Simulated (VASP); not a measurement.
Crystal: W.

```
CELL_PARAMETERS angstrom
0.00000 2.77607 2.77607
2.77607 0.00000 2.77607
2.77607 2.77607 0.00000
ATOMIC_POSITIONS crystal
W 0.12500 0.12500 0.12500
W 0.87500 0.87500 0.87500
```

```yaml
Program: VASP 6.6.1
Task: relaxation of cell and atoms
Functional: PBE
Potentials_or_basis: VASP PAW PBE potentials, release 64 (W_sv)
Cutoff: 600 eV
k_mesh: 10 × 10 × 10
Occupations: fermi-dirac, width 0.1 eV
Spin: no spin polarisation
```

At the start: pressure 24.7 GPa; volume 21.39 Å³/atom.

Task: Where does the relaxation end?

Result: Over 19 steps the energy falls by 238.9 meV/atom and the volume is 24.89 Å³/atom (+16.4 %); space group Fd-3m (No. 227, to 0.05 Å).

The path:
| step | energy change (eV) | largest force (eV/Å) | pressure (GPa) | volume (Å³) |
| --- | --- | --- | --- | --- |
| 1 | 0.0000 | 0.0000 | 24.71 | 42.79 |
| 2 | 0.8510 | 0.0000 | -19.76 | 66.65 |
| 3 | -0.4744 | 0.0000 | -1.59 | 50.46 |
| 4 | -0.4777 | 0.0000 | -0.24 | 49.89 |
| 5 | -0.4777 | 0.0000 | 0.12 | 49.75 |
| 6 | -0.4777 | 0.0000 | 0.12 | 49.75 |
| 7 | -0.4777 | 0.0000 | 0.14 | 49.75 |
| 8 | -0.4777 | 0.0000 | 0.11 | 49.75 |
| 9 | -0.4777 | 0.0000 | 0.11 | 49.75 |
| 10 | -0.4777 | 0.0000 | 0.11 | 49.75 |
| 11 | -0.4777 | 0.0000 | 0.11 | 49.75 |
| 12 | -0.4777 | 0.0000 | 0.11 | 49.75 |
| 13 | -0.4777 | 0.0000 | 0.11 | 49.75 |
| 14 | -0.4777 | 0.0000 | 0.11 | 49.75 |
| 15 | -0.4777 | 0.0000 | 0.12 | 49.75 |
| 16 | -0.4777 | 0.0000 | 0.13 | 49.75 |
| 17 | -0.4777 | 0.0000 | 0.10 | 49.76 |
| 18 | -0.4777 | 0.0000 | 0.08 | 49.77 |
| 19 | -0.4777 | 0.0000 | 0.05 | 49.79 |

Final structure:
```
W
1.0
     0.00000    2.91983    2.91983
     2.91983    0.00000    2.91983
     2.91983    2.91983    0.00000
W
2
Direct
  0.12500 0.12500 0.12500
  0.87500 0.87500 0.87500
```

Caveat: the volume moved by over 15 % at a fixed basis, so the end points are rough.
